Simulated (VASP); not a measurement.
# Ta2N in VASP: settings compared

Ta2N is run at these levels: PBE+D3(BJ)+U, LDA, r2SCAN; tasks: single point, relaxation of cell and atoms.

Everything below comes from runs of VASP 6.6.1. Logs are shortened: lines on timing, memory, paths and dates and some standing lists are left out, and cuts for length are marked.

**1. The cell of the first run**

The typed cell holds 3 atoms: a = 3.113 Å, b = 3.113 Å, c = 4.870 Å, α = 90.00°, β = 90.00°, γ = 120.00°.

**2. Single point, PBE+D3(BJ)+U (atoms moved at random)**

File INCAR:

```
  ALGO = Normal
  EDIFF = 1E-6
  ENCUT = 520
  GGA = PE
  ISIF = 2
  ISMEAR = -5
  IVDW = 12
  LASPH = True
  LCHARG = False
  LDAU = True
  LDAUJ = 0 0
  LDAUL = 2 -1
  LDAUPRINT = 1
  LDAUTYPE = 2
  LDAUU = 2 0
  LMAXMIX = 4
  LREAL = False
  LWAVE = False
  NBANDS = 20
  NELM = 150
  PREC = Accurate
  SIGMA = 0.1
```

File KPOINTS:

```
k-points
0
Gamma
  8 8 4
```

File POSCAR:

```
Ta2N
1.0
    3.1128615060      0.0000000000      0.0000000000
   -1.5564307530      2.6958171426      0.0000000000
    0.0000000000      0.0000000000      4.8698410000
Ta N
2 1
Direct
    0.3215630000      0.6589530000      0.2667060000
    0.6615980000      0.3327620000      0.7443190000
    0.0003230000      0.0052880000      0.0034860000
```

Potentials or basis: VASP PAW PBE potentials, release 64 (Ta_pv, N).

Run with:

```sh
cat potpaw_PBE.64/Ta_pv/POTCAR potpaw_PBE.64/N/POTCAR > POTCAR
mpirun -np 1 vasp_std > vasp.out
```

OUTCAR:

```text
EDIFF = 1E-6
   ENCUT = 520
   GGA = PE
   ISIF = 2
   ISMEAR = -5
   IVDW = 12
   LASPH = True
   LREAL = False
   NELM = 150
   PREC = Accurate
 IVDW          = 12

 ion  position               nearest neighbor table
   1  0.322  0.659  0.267-   3 2.18   3 2.21   3 2.23   2 2.93   2 2.94   2 2.95   2 3.10   2 3.11
                             2 3.13
   2  0.662  0.333  0.744-   3 2.18   3 2.20   3 2.21   1 2.93   1 2.94   1 2.95   1 3.10   1 3.11
                             1 3.13
   3  0.000  0.005  0.003-   1 2.18   2 2.18   2 2.20   2 2.21   1 2.21   1 2.23

  LATTYP: Found a hexagonal cell.
 ALAT       =     3.1128615060
 C/A-ratio  =     1.5644258476

  Lattice vectors:

 A1 = (   3.1128615060,   0.0000000000,   0.0000000000)
 A2 = (  -1.5564307530,   2.6958171426,   0.0000000000)
 A3 = (   0.0000000000,   0.0000000000,   4.8698410000)

Analysis of symmetry for initial positions (statically):
=====================================================================
 Subroutine PRICEL returns:
 Original cell was already a primitive cell.

 Routine SETGRP: Setting up the symmetry group for a
 hexagonal supercell.

 Subroutine GETGRP returns: Found  1 space group operations
 (whereof  1 operations were pure point group operations)
 out of a pool of 24 trial point group operations.

The static configuration has the point symmetry C_1 .

Analysis of symmetry for dynamics (positions and initial velocities):
=====================================================================
 Subroutine PRICEL returns:
 Original cell was already a primitive cell.

 Routine SETGRP: Setting up the symmetry group for a
 hexagonal supercell.

 Subroutine GETGRP returns: Found  1 space group operations
 (whereof  1 operations were pure point group operations)
 out of a pool of 24 trial point group operations.

The dynamic configuration has the point symmetry C_1 .

 Subroutine INISYM returns: Found  1 space group operations
 (whereof  1 operations are pure point group operations),
 and found     1 'primitive' translations

----------------------------------------------------------------------------------------

                                     Primitive cell

  volume of cell :      40.8663

  direct lattice vectors                    reciprocal lattice vectors
     3.112861506  0.000000000  0.000000000     0.321247829  0.185472520  0.000000000
    -1.556430753  2.695817143  0.000000000     0.000000000  0.370945041  0.000000000
     0.000000000  0.000000000  4.869841000     0.000000000  0.000000000  0.205345513

  length of vectors
     3.112861506  3.112861506  4.869841000     0.370945041  0.370945041  0.205345513

  position of ions in fractional coordinates (direct lattice)
     0.321563000  0.658953000  0.266706000
     0.661598000  0.332762000  0.744319000
     0.000323000  0.005288000  0.003486000

  ion indices of the primitive-cell ions
   primitive index   ion index
                 1           1
                 2           2
                 3           3

----------------------------------------------------------------------------------------

 KPOINTS: k-points

Automatic generation of k-mesh.
 Grid dimensions read from file:
 generate k-points for:    8    8    4
[... 94 lines left out ...]
   J (eV)           for each species LDAUJ =   0.0  0.0
   GGA     = PE    functional components
   LHFCALC =     F    Hartree Fock is set to
   AEXX    =    0.0000 exact exchange contribution
   IVDW    =    12    specifies the selected vdW correction
   LEPSILON=     F    determine dielectric tensor
   LRPA    =     F    only Hartree local field effects (RPA)
 non-spin polarized calculation
 Fermi weights with tetrahedron method with Bloechl corrections
  energy-cutoff  :      520.00
  volume of cell :       40.87
 maximum number of plane-waves:      1112
   NGX = 11   NGY = 11   NGZ = 19

atom =   1  type =  1  l = 2

 onsite density matrix

spin component  1

  0.2261  0.0006 -0.0002 -0.0091 -0.0013
  0.0006  0.2281 -0.0010 -0.0002 -0.0108
 -0.0002 -0.0010  0.2443 -0.0008 -0.0004
 -0.0091 -0.0002 -0.0008  0.2263  0.0005
 -0.0013 -0.0108 -0.0004  0.0005  0.2298

spin component  2

  0.2261  0.0006 -0.0002 -0.0091 -0.0013
  0.0006  0.2281 -0.0010 -0.0002 -0.0108
 -0.0002 -0.0010  0.2443 -0.0008 -0.0004
 -0.0091 -0.0002 -0.0008  0.2263  0.0005
 -0.0013 -0.0108 -0.0004  0.0005  0.2298

 occupancies and eigenvectors

  o =  0.2170  v =  0.6987  0.1391  0.0330  0.6814  0.1646  0.0000  0.0000  0.0000  0.0000  0.0000      0.0000  0.0000  0.0000  0.0000  0.0000  0.0000  0.0000  0.0000  0.0000  0.0000
  o =  0.2170  v =  0.0000  0.0000  0.0000  0.0000  0.0000  0.6987  0.1391  0.0330  0.6814  0.1646      0.0000  0.0000  0.0000  0.0000  0.0000  0.0000  0.0000  0.0000  0.0000  0.0000
  o =  0.2180  v =  0.1359 -0.7206 -0.0322  0.1682 -0.6580  0.0000  0.0000  0.0000  0.0000  0.0000      0.0000  0.0000  0.0000  0.0000  0.0000  0.0000  0.0000  0.0000  0.0000  0.0000
[... 4 lines left out ...]
  o =  0.2401  v =  0.0000  0.0000  0.0000  0.0000  0.0000 -0.1986 -0.6476 -0.0629  0.1664  0.7138      0.0000  0.0000  0.0000  0.0000  0.0000  0.0000  0.0000  0.0000  0.0000  0.0000
  o =  0.2444  v =  0.0000  0.0000  0.0000  0.0000  0.0000  0.0078 -0.0798  0.9953 -0.0468  0.0283      0.0000  0.0000  0.0000  0.0000  0.0000  0.0000  0.0000  0.0000  0.0000  0.0000
  o =  0.2444  v =  0.0078 -0.0798  0.9953 -0.0468  0.0283  0.0000  0.0000  0.0000  0.0000  0.0000      0.0000  0.0000  0.0000  0.0000  0.0000  0.0000  0.0000  0.0000  0.0000  0.0000

atom =   2  type =  1  l = 2

 onsite density matrix

spin component  1

  0.2296  0.0000  0.0012 -0.0119  0.0004
  0.0000  0.2272  0.0008  0.0014 -0.0115
  0.0012  0.0008  0.2428  0.0000  0.0020
 -0.0119  0.0014  0.0000  0.2314  0.0002
  0.0004 -0.0115  0.0020  0.0002  0.2256

spin component  2

  0.2296  0.0000  0.0012 -0.0119  0.0004
  0.0000  0.2272  0.0008  0.0014 -0.0115
  0.0012  0.0008  0.2428  0.0000  0.0020
 -0.0119  0.0014  0.0000  0.2314  0.0002
  0.0004 -0.0115  0.0020  0.0002  0.2256

 occupancies and eigenvectors

  o =  0.2145  v =  0.1403 -0.6670  0.0634  0.1588 -0.7114  0.0000  0.0000  0.0000  0.0000  0.0000      0.0000  0.0000  0.0000  0.0000  0.0000  0.0000  0.0000  0.0000  0.0000  0.0000
  o =  0.2145  v =  0.0000  0.0000  0.0000  0.0000  0.0000  0.1403 -0.6670  0.0634  0.1588 -0.7114      0.0000  0.0000  0.0000  0.0000  0.0000  0.0000  0.0000  0.0000  0.0000  0.0000
  o =  0.2187  v =  0.0000  0.0000  0.0000  0.0000  0.0000  0.7210  0.1255 -0.0552  0.6585  0.1665      0.0000  0.0000  0.0000  0.0000  0.0000  0.0000  0.0000  0.0000  0.0000  0.0000
  o =  0.2187  v =  0.7210  0.1255 -0.0552  0.6585  0.1665  0.0000  0.0000  0.0000  0.0000  0.0000      0.0000  0.0000  0.0000  0.0000  0.0000  0.0000  0.0000  0.0000  0.0000  0.0000
  o =  0.2377  v = -0.1230 -0.7222 -0.1207  0.0945  0.6632  0.0000  0.0000  0.0000  0.0000  0.0000      0.0000  0.0000  0.0000  0.0000  0.0000  0.0000  0.0000  0.0000  0.0000  0.0000
  o =  0.2377  v =  0.0000  0.0000  0.0000  0.0000  0.0000 -0.1230 -0.7222 -0.1207  0.0945  0.6632      0.0000  0.0000  0.0000  0.0000  0.0000  0.0000  0.0000  0.0000  0.0000  0.0000
  o =  0.2419  v =  0.0000  0.0000  0.0000  0.0000  0.0000  0.5152 -0.0768 -0.6099 -0.5971 -0.0140      0.0000  0.0000  0.0000  0.0000  0.0000  0.0000  0.0000  0.0000  0.0000  0.0000
  o =  0.2419  v =  0.5152 -0.0768 -0.6099 -0.5971 -0.0140  0.0000  0.0000  0.0000  0.0000  0.0000      0.0000  0.0000  0.0000  0.0000  0.0000  0.0000  0.0000  0.0000  0.0000  0.0000
  o =  0.2437  v =  0.0000  0.0000  0.0000  0.0000  0.0000  0.4242 -0.1088  0.7787 -0.4192  0.1616      0.0000  0.0000  0.0000  0.0000  0.0000  0.0000  0.0000  0.0000  0.0000  0.0000
  o =  0.2437  v =  0.4242 -0.1088  0.7787 -0.4192  0.1616  0.0000  0.0000  0.0000  0.0000  0.0000      0.0000  0.0000  0.0000  0.0000  0.0000  0.0000  0.0000  0.0000  0.0000  0.0000

 number of electron      26.9999999 magnetization

 Free energy of the ion-electron system (eV)
  ---------------------------------------------------
  ext. energy  EPLUGINS =         0.00000000
  ---------------------------------------------------
  free energy    TOTEN  =       -30.75281058 eV

  energy without entropy =      -30.75281058  energy(sigma->0) =      -30.75281058

 E-fermi :   7.8195     XC(G=0): -12.8640

 val. band max:        7.9505102143   @ k =   0.0000   0.2500   0.5000
 cond. band min:       7.6095143983   @ k =   0.0000   0.2500   0.2500
 fundamental gap:     -0.3409958160
 Fermi energy:         7.8194721603

 k-point     1 :       0.0000    0.0000    0.0000
  band No.  band energies     occupation
      1     -28.3670      2.00000
      2     -27.6613      2.00000
      3     -27.6545      2.00000
      4     -27.5302      2.00000
      5     -27.5216      2.00000
      6     -27.4231      2.00000
[... 541 lines left out ...]
     19      12.4954      0.00000
     20      12.7526      0.00000

 [... further k-points ...]

------------------------ aborting loop because EDIFF is reached ----------------------------------------

 Edisp (eV)   -1.54254

 E8    (eV) :    -0.7544

  FORCE on cell =-STRESS in cart. coord.  units (eV):
  Direction    XX          YY          ZZ          XY          YZ          ZX
  --------------------------------------------------------------------------------------
  -------------------------------------------------------------------------------------
  Total      -0.98640    -0.97729    -0.08925    -0.00888     0.08672     0.04367
  in kB     -38.67224   -38.31511    -3.49910    -0.34795     3.40001     1.71220
  external pressure =      -26.83 kB  Pullay stress =        0.00 kB

 VOLUME and BASIS-vectors are now :
 -----------------------------------------------------------------------------
  energy-cutoff  :      520.00
  volume of cell :       40.87
      direct lattice vectors                 reciprocal lattice vectors
     3.112861506  0.000000000  0.000000000     0.321247829  0.185472520  0.000000000
    -1.556430753  2.695817143  0.000000000     0.000000000  0.370945041  0.000000000
     0.000000000  0.000000000  4.869841000     0.000000000  0.000000000  0.205345513

 POSITION                                       TOTAL-FORCE (eV/Angst)
 -----------------------------------------------------------------------------------
     -0.02463      1.77642      1.29882         0.064302      0.209318     -0.699072
      1.54154      0.89707      3.62472         0.046179      0.046480      0.568586
     -0.00722      0.01426      0.01698        -0.110481     -0.255798      0.130486
 -----------------------------------------------------------------------------------
    total drift:                               -0.000209      0.000072     -0.000061

  FREE ENERGIE OF THE ION-ELECTRON SYSTEM (eV)
  ---------------------------------------------------
  free  energy   TOTEN  =       -32.2953459466 eV

  energy  without entropy=      -32.2953459466  energy(sigma->0) =      -32.29534595
```

Wall time 77 s (1 thread of AMD EPYC 7R43 (Zen 3), shared host); peak memory 0.2 GiB.

What came out:

```
Free energy                : -32.2953 eV
Pressure                   : -2.7 GPa
Largest force              : 0.733 eV/Å
Dispersion energy per atom : -0.514 eV
```

Forces on the atoms (eV/Å):
```
Ta   0.064  0.209 -0.699
Ta   0.046  0.046  0.569
N   -0.110 -0.256  0.130
```

Stress tensor (GPa, compression positive):
```
-3.87 -0.03  0.17
-0.03 -3.83  0.34
 0.17  0.34 -0.35
```

Levels at points of the mesh, in eV from the Fermi level:
```tsv
k point	band 9	band 10	band 11	band 12	band 13	band 14	band 15	band 16	band 17	band 18
(0.00, 0.00, 0.00)	-5.89	-5.87	-5.37	-0.67	-0.32	-0.25	0.03	0.34	0.43	0.92
(0.50, 0.00, 0.00)	-6.62	-6.30	-4.61	-2.84	-1.57	1.64	1.81	3.79	4.01	4.10
(0.00, 0.50, 0.00)	-6.60	-6.27	-4.63	-2.85	-1.52	1.59	1.77	3.83	4.06	4.13
(0.50, 0.50, 0.00)	-6.61	-6.29	-4.61	-2.84	-1.55	1.59	1.80	3.80	3.99	4.13
(0.00, 0.00, 0.50)	-6.09	-6.05	-3.21	-2.74	-1.09	-1.08	1.69	1.76	2.40	2.46
(0.50, 0.00, 0.50)	-6.76	-6.03	-3.30	-2.40	-2.28	-0.63	0.52	3.47	3.69	4.02
(0.00, 0.50, 0.50)	-6.73	-6.00	-3.35	-2.43	-2.20	-0.71	0.50	3.46	3.63	4.03
(0.50, 0.50, 0.50)	-6.74	-6.02	-3.32	-2.41	-2.24	-0.67	0.52	3.46	3.66	4.03
```

Eigenvalues of the final occupation matrices:
```csv
site,spin,trace,eigenvalues
site 1 d,1,1.15,0.22 0.22 0.23 0.24 0.24
site 1 d,2,1.15,0.22 0.22 0.23 0.24 0.24
site 2 d,1,1.16,0.21 0.22 0.24 0.24 0.24
site 2 d,2,1.16,0.21 0.22 0.24 0.24 0.24
```

Caveat: the cell differs from its parent crystal (atoms moved at random); spin-orbit coupling is left out, which moves the levels of the heavy elements; U without spin polarisation on a metal has little footing; pairwise dispersion overbinds metals, which lowers pressure and volume; tetrahedron occupations give inexact forces and stress in metals.

**3. Relaxation of cell and atoms, LDA**

File INCAR:

```
SYSTEM = Ta2N
  PREC = Accurate
  ENCUT = 600
  EDIFF = 1E-7
  ISMEAR = -1
  SIGMA = 0.05
  LREAL = .False.
  LASPH = .True.
  NELM = 120
  ALGO = Normal
  ISIF = 3
  LWAVE = .False.
  LCHARG = .False.
  GGA = CA
  IBRION = 2
  NSW = 60
  EDIFFG = -0.01
  GGA_COMPAT = .False.
  NELMIN = 4
```

File KPOINTS:

```
Automatic mesh
0
Gamma
  10 10 6
  0 0 0
```

File POSCAR:

```
Ta2N
1.0
    3.1128615060      0.0000000000      0.0000000000
   -1.5564307530      2.6958171426      0.0000000000
    0.0000000000      0.0000000000      4.8698410000
Ta N
2 1
Direct
    0.3333333333      0.6666666667      0.2547110000
    0.6666666667      0.3333333333      0.7452890000
    0.0000000000      0.0000000000      0.0000000000
```

Potentials or basis: VASP PAW LDA potentials, release 64 (Ta_sv_GW, N).

Run with:

```sh
cat potpaw_LDA.64/Ta_sv_GW/POTCAR potpaw_LDA.64/N/POTCAR > POTCAR
mpirun -np 1 vasp_std > vasp.out
```

Run time: 5.8 min. Hardware: 1 thread of Intel Xeon 6975P-C (Granite Rapids), shared host; peak memory 0.22 GiB.

It converged, with:

```
Free energy                            : -42.6587 eV
Relaxed volume                         : 13.00 Å³/atom
Relaxed cell                           : a = 3.067 Å, b = 3.067 Å, c = 4.787 Å, α = 90.00°, β = 90.00°, γ = 120.00°
Space group after relaxing (to 0.05 Å) : P-3m1 (No. 164)
Energy gained by relaxing              : 28.9 meV/atom
Ionic steps                            : 11
Pressure after relaxing                : 0.0 GPa
Largest force after relaxing           : 0.006 eV/Å
```

Forces in eV/Å, atoms in the order of the input:
```
Ta   0.000  0.000  0.006
Ta   0.000  0.000 -0.006
N    0.000  0.000  0.000
```

Stress tensor (GPa, compression positive):
```
 0.10  0.00  0.00
 0.00  0.10  0.00
 0.00  0.00 -0.07
```

Step by step:
| step | energy change (eV) | largest force (eV/Å) | pressure (GPa) | volume (Å³) |
| --- | --- | --- | --- | --- |
| 1 | 0.0000 | 0.4163 | -13.73 | 40.87 |
| 2 | 0.6332 | 1.5999 | 54.11 | 34.34 |
| 3 | -0.0863 | 0.0596 | -0.74 | 39.07 |
| 4 | -0.0865 | 0.0411 | -0.08 | 38.99 |
| 5 | -0.0865 | 0.0322 | 0.22 | 38.95 |
| 6 | -0.0865 | 0.0273 | -0.41 | 39.04 |
| 7 | -0.0866 | 0.0288 | -0.22 | 39.01 |
| 8 | -0.0866 | 0.0104 | -0.13 | 39.01 |
| 9 | -0.0867 | 0.0047 | -0.08 | 39.01 |
| 10 | -0.0867 | 0.0122 | -0.06 | 39.02 |
| 11 | -0.0867 | 0.0063 | 0.04 | 39.00 |

Final structure:
```xyz
3
Lattice="3.0673 0.0000 0.0000 -1.5336 2.6563 0.0000 0.0000 0.0000 4.7868" Properties=species:S:1:pos:R:3 pbc="T T T"
Ta    0.0000    1.7709    1.2109
Ta    1.5336    0.8854    3.5759
N     0.0000    0.0000    0.0000
```

Levels at points of the mesh, in eV from the Fermi level:
```csv
k point,band 11,band 12,band 13,band 14,band 15,band 16,band 17,band 18,band 19
"(0.00, 0.00, 0.00)",-6.33,-6.33,-4.72,-0.68,-0.28,-0.28,0.25,0.25,0.38
"(0.50, 0.00, 0.00)",-6.67,-6.61,-4.74,-2.56,-1.26,1.95,2.00,3.89,4.20
"(0.00, 0.00, 0.50)",-6.52,-6.52,-2.83,-2.58,-1.22,-1.22,1.90,2.25,2.37
"(0.50, 0.00, 0.50)",-6.86,-6.31,-3.42,-2.04,-2.02,-0.14,0.81,3.41,3.66
```

Caveat: spin-orbit coupling is left out, which moves the levels of the heavy elements.

**4. Single point, r2SCAN**

This run uses another cell than the first one, of 13.35 Å³/atom, 0.980 times its volume.

File POSCAR:

```
Ta2N
1.0
    3.0919691885      0.0000000000      0.0000000000
   -1.5459845943      2.6777238649      0.0000000000
    0.0000000000      0.0000000000      4.8371565186
Ta N
2 1
Direct
    0.3333333333      0.6666666667      0.2547110000
    0.6666666667      0.3333333333      0.7452890000
    0.0000000000      0.0000000000      0.0000000000
```

File INCAR.step1:

```
PREC = Accurate ; ENCUT = 660
ISMEAR = -1 ; SIGMA = 0.05
LREAL = F ; LASPH = T
NELM = 120 ; NBANDS = 22
GGA = PE ; ALGO = Normal
EDIFF = 1E-5 ; LWAVE = T
LCHARG = F ; GGA_COMPAT = F
```

File INCAR.step2:

```
PREC = Accurate ; ENCUT = 660
EDIFF = 1E-6 ; ISMEAR = -1
SIGMA = 0.05 ; LREAL = F
LASPH = T ; NELM = 120
ALGO = Normal ; ISIF = 2
LWAVE = F ; LCHARG = F
METAGGA = R2SCAN ; LMIXTAU = T
NBANDS = 22 ; ISTART = 1
GGA_COMPAT = F
```

File KPOINTS:

```
regular mesh
0
Gamma
  10 10 6
```

Potentials or basis: VASP PAW PBE potentials, release 64 (Ta_sv_GW, N).

Run with:

```sh
cat potpaw_PBE.64/Ta_sv_GW/POTCAR potpaw_PBE.64/N/POTCAR > POTCAR
cp INCAR.step1 INCAR
mpirun -np 1 vasp_std > vasp.out
cp INCAR.step2 INCAR
mpirun -np 1 vasp_std > vasp.out
```

Run time: 2.6 min. Hardware: 1 thread of Intel Xeon 6975P-C (Granite Rapids), shared host; peak memory 0.25 GiB.

The run converged. Its results:

```
Free energy   : -114.0961 eV
Pressure      : 0.4 GPa
Largest force : 0.268 eV/Å
```

Forces in eV/Å, atoms in the order of the input:
```
Ta   0.000  0.000  0.268
Ta   0.000  0.000 -0.268
N    0.000  0.000  0.000
```

Stress tensor (GPa, compression positive):
```
-0.62  0.00  0.00
 0.00 -0.62  0.00
 0.00  0.00  2.33
```

Levels at points of the mesh, in eV from the Fermi level:
```
           k point  band 12  band 13  band 14  band 15  band 16  band 17  band 18  band 19
(0.00, 0.00, 0.00)    -6.51    -5.39    -0.66    -0.21    -0.21     0.18     0.34     0.34
(0.50, 0.00, 0.00)    -6.83    -4.83    -2.95    -1.60     1.87     2.00     3.96     4.21
(0.00, 0.00, 0.50)    -6.70    -3.07    -2.98    -1.14    -1.14     1.84     2.17     2.45
(0.50, 0.00, 0.50)    -6.56    -3.48    -2.48    -2.31    -0.38     0.74     3.52     3.73
```

Caveat: the PAW data sets were made with another functional, which shifts forces and pressure a little; spin-orbit coupling is left out, which moves the levels of the heavy elements.

**5. The runs side by side**

```csv
task,level,potentials or basis,U,cell,k mesh,cutoff (eV),smearing,second run,gap on the mesh (eV),pressure (GPa),largest force (eV/Å)
single point,PBE+D3(BJ)+U,"VASP PAW PBE potentials, release 64 (Ta_pv, N)",Ta d U = 2.0 eV,"a = 3.113, b = 3.113, c = 4.870 Å, angles 90.0, 90.0, 120.0°, 3 atoms",8 × 8 × 4,520,tetrahedron,-,none,-2.7,0.73
relaxation of cell and atoms,LDA,"VASP PAW LDA potentials, release 64 (Ta_sv_GW, N)",-,"relaxed from a = 3.113, b = 3.113, c = 4.870 Å, angles 90.0, 90.0, 120.0°, 3 atoms",10 × 10 × 6,600,fermi-dirac 0.05 eV,valence_matched,none,0.0,0.01
single point,r2SCAN,"VASP PAW PBE potentials, release 64 (Ta_sv_GW, N)",-,"a = 3.092, b = 3.092, c = 4.837 Å, angles 90.0, 90.0, 120.0°, 3 atoms",10 × 10 × 6,660,fermi-dirac 0.05 eV,valence_matched,none,0.4,0.27
```

Alike in all rows: no spin polarisation.

Caveats: spin-orbit coupling is left out, which moves the levels of the heavy elements; U without spin polarisation on a metal has little footing (some runs); pairwise dispersion overbinds metals, which lowers pressure and volume (some runs); tetrahedron occupations give inexact forces and stress in metals (some runs); the PAW data sets were made with another functional, which shifts forces and pressure a little (some runs).

Total energies depend on the potentials used, so only differences within one code and one set of settings carry meaning.
